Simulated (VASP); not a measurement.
# Al: single point with PBE

Al, a slab with vacuum:

```
CELL_PARAMETERS angstrom
2.86234 0.00000 0.00000
0.00000 4.04796 0.00000
0.00000 0.00000 27.01819
ATOMIC_POSITIONS crystal
Al 0.50000 0.50000 0.31460
Al 0.00000 0.00000 0.36757
Al 0.50000 0.50000 0.42054
Al 0.00000 0.00000 0.47351
Al 0.50000 0.50000 0.52778
Al 0.00000 0.00000 0.57965
Al 0.50000 0.50000 0.63431
Al 0.00000 0.00000 0.68233
```

* Program: VASP 6.6.1
* Task: single point
* Functional: PBE
* Potentials or basis: VASP PAW PBE potentials, release 64 (Al)
* Cutoff: 520 eV
* k mesh: 9 × 6 × 1
* Occupations: gaussian, width 0.1 eV
* Spin: no spin polarisation
* Dipole correction: yes
* Further INCAR settings: ALGO = Normal; EDIFF = 1e-06; NBANDS = 22

```
Largest force          : 0.274 eV/Å
Band gap on the k mesh : zero (band 12 reaches 1.76 eV, above the bottom of band 13 at -0.28 eV)
```

Forces on the atoms (eV/Å):
```
Al   0.000  0.000  0.274
Al   0.000  0.000 -0.176
Al   0.000  0.000 -0.021
Al   0.000  0.000 -0.075
Al   0.000  0.000  0.006
Al   0.000  0.000 -0.009
Al   0.000  0.000  0.003
Al   0.000  0.000 -0.002
```

Levels at points of the mesh, in eV from the Fermi level:
| k point | band 10 | band 11 | band 12 | band 13 | band 14 | band 15 |
| --- | --- | --- | --- | --- | --- | --- |
| (0.00, 0.00, 0.00) | -1.26 | -0.85 | -0.53 | 0.43 | 0.69 | 1.07 |
| (0.00, 0.50, 0.00) | -3.16 | -1.08 | -1.06 | 1.16 | 1.19 | 3.33 |

Wall time 3.7 min on 1 thread of Intel Xeon 6975P-C, with other jobs on the host, peak memory 0.42 GiB.
